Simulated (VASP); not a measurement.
Al, 1 atom in the cell. The structure is cubic, space group Fm-3m (No. 225). The conventional cell has a = 4.050 Å, b = 4.050 Å, c = 4.050 Å, α = 90.00°, β = 90.00°, γ = 90.00°. Al (site symmetry m-3m) has 12 Al at 2.86 Å within 3.8 Å. 

| Property | Result |
| --- | --- |
| Program | VASP 6.6.1 |
| Task | relaxation of volume and atoms at fixed shape |
| Functional | PBEsol |
| Potentials or basis | VASP PAW PBE potentials, release 64 (Al) |
| Cutoff | 600 eV |
| k mesh | 17 × 17 × 17 |
| Occupations | fermi-dirac, width 0.1 eV |
| Spin | no spin polarisation |
| Dipole correction | no |
| Further INCAR settings | ALGO = Normal; EDIFF = 1e-06; IBRION = 2; EDIFFG = -0.03; NSW = 80; ISIF = 8 |

Potentials or basis: VASP PAW PBE potentials, release 64 (Al).

Command:

```sh
$ cat potpaw_PBE.64/Al/POTCAR > POTCAR
$ mpirun -np 1 vasp_std > vasp.out
```

Hardware: 1 thread of AMD EPYC 9R45 96-Core Processor (Zen 5) (shared host).

Estimate the wall time of this run.

Run time: 10 s on 1 thread of AMD EPYC 9R45 96-Core Processor (Zen 5), on a shared host, peak memory 0.11 GiB. Counts: scf iterations 18, k points 165, ion steps 3.
